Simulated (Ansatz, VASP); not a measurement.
MgO in VASP and in Ansatz

The input POSCAR:

```
MgO
1.0
    0.0000000000      2.1021680189      2.1021680189
    2.1021680189      0.0000000000      2.1021680189
    2.1021680189      2.1021680189      0.0000000000
Mg O
1 1
Direct
    0.0000000000      0.0000000000      0.0000000000
    0.5000000000      0.5000000000      0.5000000000
```

Contents of INCAR.step1:

```
  PREC = Accurate
  ENCUT = 520
  ISMEAR = 0
  SIGMA = 0.01
  LREAL = False
  LASPH = True
  NELM = 60
  NBANDS = 11
  GGA = PE
  ALGO = Normal
  EDIFF = 1E-4
  LWAVE = True
  LCHARG = False
```

INCAR.step2

```
  PREC = Accurate
  ENCUT = 520
  EDIFF = 1E-7
  ISMEAR = 0
  SIGMA = 0.01
  LREAL = False
  LASPH = True
  NELM = 60
  ALGO = Normal
  ISIF = 2
  LWAVE = False
  LCHARG = False
  METAGGA = R2SCAN
  LMIXTAU = True
  NBANDS = 11
  ISTART = 1
```

Contents of KPOINTS:

```
regular mesh
0
Gamma
  10 10 10
```

Input for Ansatz:

```yaml
crystal:
  lattice:
    - [0.0, 2.1021680189, 2.1021680189]
    - [2.1021680189, 0.0, 2.1021680189]
    - [2.1021680189, 2.1021680189, 0.0]
  atoms:
    - { symbol: Mg, position: [0.0, 0.0, 0.0] }
    - { symbol: O, position: [0.5, 0.5, 0.5] }
kpoints:
  mp_grid: { grid: [10, 10, 10] }
  band_path:
    path:
      - [0.0, 0.0, 0.0]
      - [0.5, 0.0, 0.5]
      - [0.625, 0.25, 0.625]
      - [0.375, 0.375, 0.75]
      - [0.5, 0.5, 0.5]
      - [0.5, 0.25, 0.75]
    npoints: 1
hamiltonian:
  xc: r2scan
scf:
  occupations: { method: fixed }
  n_extra_bands: 4
output:
  forces: true
  stress: true
  eigenvalues: true
```

Alike in both runs: task single point; functional r2SCAN; k mesh 10 × 10 × 10; no spin polarisation.

|  | VASP | Ansatz |
| --- | --- | --- |
| version | VASP 6.6.1 | Ansatz 0.2.0 |
| potentials or method | VASP PAW PBE potentials, release 64 (Mg, O) | plane waves, PAW |
| plane-wave cutoff (eV) | 520 | 500 |
| occupations | gaussian, width 0.01 eV | fixed |
| valence electrons in the cell | 8 | 16 |

VASP gave:

```
gap on the k mesh at the Fermi level (eV) : 5.66
pressure (GPa)                            : -1.1
```

**Question.** What did Ansatz give for the same quantities?

**Answer.** gap on the k mesh at the Fermi level (eV): 5.68; pressure (GPa): 0.0.

VASP's potentials were made for PBE, not for r2SCAN. VASP's potentials hold 8 valence electrons a cell and Ansatz's 16, so a difference there can come from the potentials and not from the codes.
